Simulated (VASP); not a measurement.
AgCl, 2 atoms in the cell. Symmetry: Fm-3m, No. 225, cubic system. Conventional cell: a = 5.433 Å, b = 5.433 Å, c = 5.433 Å, α = 90.00°, β = 90.00°, γ = 90.00°. Within 3.6 Å of Ag (site symmetry m-3m) lie 6 Cl at 2.72 Å. Within 3.6 Å of Cl (site symmetry m-3m) lie 6 Ag at 2.72 Å. 

```yaml
Program: VASP 6.6.1
Task: single point
Functional: PBE
Potentials_or_basis: VASP PAW PBE potentials, release 64 (Ag, Cl)
Cutoff: 520 eV
k_mesh: 8 × 8 × 8
Occupations: fermi-dirac, width 0.05 eV
Spin: no spin polarisation
Dipole_correction: no
Further_INCAR_settings: ALGO = Normal; EDIFF = 1e-06; NBANDS = 16
```

Potentials or basis: VASP PAW PBE potentials, release 64 (Ag, Cl).

Launch:

```console
$ cat potpaw_PBE.64/Ag/POTCAR potpaw_PBE.64/Cl/POTCAR > POTCAR
$ mpirun -np 1 vasp_std > vasp.out
```

Hardware: 1 thread of Intel Xeon 8259CL, on a shared host.

**Question.** Estimate the wall time of this run.

**Answer.** Wall time 35 s on 1 thread of Intel Xeon 8259CL, with other jobs on the host, peak memory 0.18 GiB. Counts: scf iterations 12, k points 29.
